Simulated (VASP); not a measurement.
The system is Cu.

```
CELL_PARAMETERS angstrom
1.41806 -4.49837 0.00000
1.41806 4.49837 0.00000
0.00000 0.00000 3.75292
ATOMIC_POSITIONS crystal
Cu 0.09800 0.90200 0.91000
Cu 0.59800 0.40200 0.59000
Cu 0.90200 0.09800 0.09000
Cu 0.40200 0.59800 0.41000
```

* Program: VASP 6.6.1
* Task: relaxation of cell and atoms
* Functional: r2SCAN
* Potentials or basis: VASP PAW PBE potentials, release 64 (Cu)
* Cutoff: 600 eV
* k mesh: 6 × 6 × 4
* Occupations: gaussian, width 0.1 eV
* Spin: no spin polarisation

At the start: pressure 95.9 GPa; volume 11.97 Å³/atom.

Question: How do energy, volume and symmetry change on relaxing?

Answer: Over 28 steps the energy falls by 2475.9 meV/atom and the volume is 12.10 Å³/atom (+1.1 %); space group Fmmm (No. 69, to 0.05 Å).

The path:
```tsv
step	energy change (eV)	largest force (eV/Å)	pressure (GPa)	volume (Å³)
1	0.0000	11.8703	95.90	47.88
2	-2.8984	0.4440	-13.42	116.18
3	-3.8382	0.2699	-15.36	104.55
4	-4.8056	0.1675	-17.33	94.56
5	-7.6043	0.8557	-15.83	68.64
6	-7.5507	3.0879	2.78	57.65
7	-7.8555	1.4917	-11.02	63.86
8	-7.8641	1.8169	-8.40	62.23
9	-7.8664	1.7494	-8.96	62.55
10	-8.7319	1.5347	-9.00	57.13
11	-9.3678	0.5040	12.60	46.41
12	-9.4545	1.1501	-0.87	50.26
13	-9.4899	0.9411	2.79	48.91
14	-9.6579	1.1328	8.60	46.97
15	-9.7386	0.4294	4.84	47.68
16	-9.8307	0.0335	-3.40	50.07
17	-9.8336	0.0763	-2.28	49.68
18	-9.8565	0.0311	-0.25	48.80
19	-9.8605	0.0606	1.41	48.19
20	-9.8738	0.0809	1.70	48.02
21	-9.8830	0.1105	2.29	47.76
22	-9.8999	0.0727	0.05	48.44
23	-9.9014	0.0591	-0.72	48.69
24	-9.9015	0.0579	-0.79	48.72
25	-9.9030	0.0359	-0.24	48.52
26	-9.9028	0.0299	0.45	48.27
27	-9.9032	0.0278	0.09	48.40
28	-9.9035	0.0118	0.07	48.39
```

Final structure:
```xyz
4
Lattice="1.3046 -4.4590 0.0000 1.3046 4.4590 0.0000 0.0000 0.0000 4.1595" Properties=species:S:1:pos:R:3 pbc="T T T"
Cu    1.3046    3.2671    4.1594
Cu    1.3046   -1.1919    2.0798
Cu    1.3046   -3.2671    0.0001
Cu    1.3046    1.1919    2.0796
```

Caveat: the k points lie up to 0.42 Å⁻¹ apart in the final cell; the PAW data sets were made with another functional, which shifts forces and pressure a little.
